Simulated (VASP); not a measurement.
A run of VASP 6.6.1 is set up as follows.

File INCAR:

```
SYSTEM = Te
PREC = Accurate ; ENCUT = 520
EDIFF = 1E-7 ; ISMEAR = -1
SIGMA = 0.1 ; LREAL = .FALSE.
LASPH = .TRUE. ; NELM = 60
ALGO = Normal ; ISIF = 2
LWAVE = .FALSE. ; LCHARG = .TRUE.
GGA = PS ; LELF = .TRUE.
LVHAR = .TRUE. ; NBANDS = 13
```

KPOINTS

```
Automatic mesh
0
G
  11 11 11
  0 0 0
```

File POSCAR:

```
Te
1.0
    0.0000000000      3.1642183658      3.1642183658
    3.1642183658      0.0000000000      3.1642183658
    3.1642183658      3.1642183658      0.0000000000
Te
2
Direct
   -0.1250000000     -0.1250000000     -0.1250000000
    0.1250000000      0.1250000000      0.1250000000
```

Potentials or basis: VASP PAW PBE potentials, release 64 (Te).

Run with:

```bash
$ cat potpaw_PBE.64/Te/POTCAR > POTCAR
$ mpirun -np 1 vasp_std > vasp.out
```

Q: Predict the band gap on the k mesh.

A: Zero (bands 6 and 7 overlap by 1.87 eV).

Q: Estimate the pressure.

A: 20.3 GPa.

Caveat: the cell stands under pressure; the PAW data sets were made with another functional, which shifts forces and pressure a little; spin-orbit coupling is left out, which moves the levels of the heavy elements.
